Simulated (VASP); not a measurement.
W: single point with PBE

W:

```
CELL_PARAMETERS angstrom
2.78206 0.00000 0.00000
-1.39103 2.40934 0.00000
0.00000 0.00000 22.15988
ATOMIC_POSITIONS crystal
W 0.00000 0.00000 0.00000
W 0.33333 0.66667 0.11026
W 0.66667 0.33333 0.22116
W 0.33333 0.66667 0.33279
W 0.66667 0.33333 0.44433
W 0.33333 0.66667 0.55567
W 0.66667 0.33333 0.66721
W 0.33333 0.66667 0.77884
W 0.66667 0.33333 0.88974
```

```yaml
Program: VASP 6.6.1
Task: single point
Functional: PBE
Potentials_or_basis: VASP PAW PBE potentials, release 64 (W_sv)
Cutoff: 520 eV
k_mesh: 18 × 18 × 2
Occupations: gaussian, width 0.1 eV
Spin: no spin polarisation
```

The pressure is 0.5 GPa and the largest force is 0.007 eV/Å. The band gap on the k mesh is zero (bands 63 and 64 overlap by 1.25 eV).

Forces on the atoms (eV/Å):
```
W    0.000  0.000  0.000
W    0.000  0.000  0.007
W    0.000  0.000 -0.003
W    0.000  0.000  0.001
W    0.000  0.000 -0.001
W    0.000  0.000  0.001
W    0.000  0.000 -0.001
W    0.000  0.000  0.003
W    0.000  0.000 -0.007
```

Stress tensor (GPa, compression positive):
```
0.55 0.00 0.00
0.00 0.55 0.00
0.00 0.00 0.37
```

Levels at points of the mesh, in eV from the Fermi level:
| k point | band 59 | band 60 | band 61 | band 62 | band 63 | band 64 | band 65 | band 66 | band 67 | band 68 |
| --- | --- | --- | --- | --- | --- | --- | --- | --- | --- | --- |
| (0.00, 0.00, 0.00) | -0.44 | -0.44 | -0.42 | -0.42 | -0.26 | -0.26 | -0.21 | -0.21 | -0.17 | -0.17 |
| (0.50, 0.00, 0.00) | -0.13 | -0.07 | 0.58 | 0.66 | 0.66 | 0.67 | 1.05 | 1.34 | 2.06 | 2.06 |
| (0.00, 0.00, 0.50) | -0.43 | -0.37 | -0.37 | -0.35 | -0.35 | -0.23 | -0.17 | -0.17 | -0.13 | -0.13 |
| (0.50, 0.00, 0.50) | -0.17 | 0.18 | 0.20 | 0.27 | 0.48 | 1.30 | 1.30 | 1.47 | 1.49 | 2.03 |

It took 21 min on 1 thread of Intel(R) Xeon(R) Platinum 8488C (Sapphire Rapids), on a shared host, peak memory 0.65 GiB.

Caveat: spin-orbit coupling is left out, which moves the levels of the heavy elements.
